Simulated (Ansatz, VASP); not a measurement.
## Two plane-wave programs on AlNi

File INCAR:

```
PREC = Accurate
ENCUT = 520
EDIFF = 1E-6
ISMEAR = -1
SIGMA = 0.05
LREAL = False
LASPH = True
NELM = 150
ALGO = Normal
ISIF = 2
LWAVE = False
LCHARG = True
ISPIN = 2
MAGMOM = 0 1
LORBIT = 11
LMAXMIX = 4
GGA = CA
LELF = True
LVHAR = True
NBANDS = 18
```

File KPOINTS:

```
Automatic mesh
0
Gamma
  10 10 9
```

File POSCAR:

```
AlNi
1.0
    1.8889618076     -1.9030859501      0.0000000000
    1.8889618076      1.9030859501      0.0000000000
    0.0000000000      0.0000000000      3.0199221205
Al Ni
1 1
Direct
    0.0000000000      0.0000000000      0.0000000000
    0.5000000000      0.5000000000      0.5000000000
```

Input for Ansatz:

```yaml
crystal:
  lattice:
    - [1.8889618076236934, -1.903085950146089, 0.0]
    - [1.8889618076236934, 1.903085950146089, 0.0]
    - [0.0, 0.0, 3.019922120460013]
  atoms:
    - { symbol: Al, position: [0.0, 0.0, 0.0] }
    - { symbol: Ni, position: [0.5, 0.5, 0.5], spin: 1.0 }
basis:
  ecutwfc: 435.382179935808
kpoints:
  mp_grid:
    grid: [10, 10, 9]
hamiltonian:
  xc: lda
  pseudopotentials:
    kind: paw
magnetization:
  spin_polarized: true
scf:
  occupations:
    method: fermi_dirac
    width: 0.05
```

Alike in both runs: task single point; functional LDA; k mesh 10 × 10 × 9; occupations fermi-dirac, width 0.05 eV; collinear spin.

|  | VASP | Ansatz |
| --- | --- | --- |
| version | VASP 6.6.1 | Ansatz 0.2.0 |
| potentials or method | VASP PAW LDA potentials, release 64 (Al, Ni), cutoff 520 eV | plane waves, PAW |
| valence electrons in the cell | 13 | 21 |

```tsv
	VASP	Ansatz	Ansatz less VASP
net moment per atom (μB)	0.00	0.00	0.000
```

LDA's correlation is that of Perdew and Zunger in VASP and of Perdew and Wang (1992) in Ansatz. VASP's potentials hold 13 valence electrons a cell and Ansatz's 21, so a difference there can come from the potentials and not from the codes. Ansatz's warnings: seeded moment not kept.
